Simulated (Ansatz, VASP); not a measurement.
**One calculation of Na, two programs**

```
Na
1.0
     0.00000   -3.72714    0.00000
    -3.72714    0.00000    0.00000
     0.00000    0.00000   -5.22418
Na
2
Cartesian
  -2.4756 -1.8636 -2.8228
  0.6120 0.0000 0.2107
```

Change from the starting cell: mode 4 frozen in at -0.612 Å and mode 6 at -0.211 Å (largest displacements).

Alike in both runs: task single point; functional PBEsol; k mesh 12 × 12 × 10; occupations gaussian, width 0.15 eV; no spin polarisation.

```csv
,VASP,Ansatz
version,VASP 6.6.1,Ansatz 0.2.0
potentials or method,"VASP PAW PBE potentials, release 64 (Na_pv), cutoff 520 eV","scalar-relativistic, plane waves, PAW"
valence electrons in the cell,14,18
```

```tsv
	VASP	Ansatz	Ansatz less VASP
gap on the k mesh at the Fermi level (eV)	none	none	-
pressure (GPa)	1.0	1.0	+0.01
traceless stress, the component that is largest in VASP (GPa)	-2.19	-2.19	+0.002
rms of the force components (eV/Å)	0.368	0.367	-0.0012
```

VASP's potentials were made for PBE, not for PBEsol. Atom by atom the forces differ by 0.001 eV/Å (rms over components). A gap of «none» marks a metal or a gap that the smearing closes. The functional is the same, so the differences come from potentials, cutoffs and numerics. VASP's potentials hold 14 valence electrons a cell and Ansatz's 18, so a difference there can come from the potentials and not from the codes.
